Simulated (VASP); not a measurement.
Input of a VASP 6.6.1 run:

Contents of INCAR:

```
SYSTEM = Ag
  ALGO = Fast
  EDIFF = 1E-6
  ENCUT = 520
  GGA = PS
  ISIF = 2
  ISMEAR = -1
  IVDW = 12
  LASPH = .True.
  LCHARG = .False.
  LREAL = .False.
  LWAVE = .False.
  NBANDS = 12
  NELM = 80
  PREC = Accurate
  SIGMA = 0.05
```

File KPOINTS:

```
k-points
0
Gamma
  11 11 11
  0 0 0
```

Contents of POSCAR:

```
Ag
1.0
   -1.6556540000      1.6556540000      1.6556540000
    1.6556540000     -1.6556540000      1.6556540000
    1.6556540000      1.6556540000     -1.6556540000
Ag
1
Direct
    0.0000000000      0.0000000000      0.0000000000
```

Potentials or basis: VASP PAW PBE potentials, release 64 (Ag).

Command:

```sh
$ cat potpaw_PBE.64/Ag/POTCAR > POTCAR
$ mpirun -np 1 vasp_std > vasp.out
```

Problem. What does it give for the pressure?

Solution. -12.0 GPa.

Problem. Predict the dispersion energy per atom.

Solution. -0.511 eV.

Caveat: three body term missing; the PAW data sets were made with another functional, which shifts forces and pressure a little; pairwise dispersion overbinds metals, which lowers pressure and volume.
